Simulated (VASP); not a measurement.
Here is a VASP 6.6.1 calculation.

INCAR

```
  PREC = Accurate
  ENCUT = 520
  EDIFF = 1E-6
  ISMEAR = 0
  SIGMA = 0.05
  LREAL = F
  LASPH = T
  NELM = 80
  ALGO = Normal
  ISIF = 2
  LWAVE = F
  LCHARG = F
  GGA = PS
  NBANDS = 15
```

The input KPOINTS:

```
regular mesh
0
Gamma
  6 6 6
```

File POSCAR:

```
RbBr
1.0
    4.1260773000      0.0000000000      0.0000000000
    0.0000000000      4.1260773000      0.0000000000
    0.0000000000      0.0000000000      4.1260773000
Rb Br
1 1
Direct
    0.0000000000      0.0000000000     -0.0363541420
    0.5000000000      0.5000000000      0.5000000000
```

Potentials or basis: VASP PAW PBE potentials, release 64 (Rb_sv, Br).

The run is started by

```bash
$ cat potpaw_PBE.64/Rb_sv/POTCAR potpaw_PBE.64/Br/POTCAR > POTCAR
$ mpirun -np 1 vasp_std > vasp.out
```

Question: Predict the largest force.

Answer: 0.101 eV/Å.

Question: What does it give for the band gap on the k mesh?

Answer: 3.91 eV (least direct gap 4.07 eV).

Question: Predict the pressure.

Answer: -0.5 GPa.

Forces in eV/Å, atoms in the order of the input:
```
Rb   0.000  0.000  0.101
Br   0.000  0.000 -0.101
```

Caveat: the cell differs from its parent crystal (atom 1 (Rb) moved by (+0.000, -0.150) A along [1 1 0] and z); the PAW data sets were made with another functional, which shifts forces and pressure a little. A k mesh can miss the band edges.
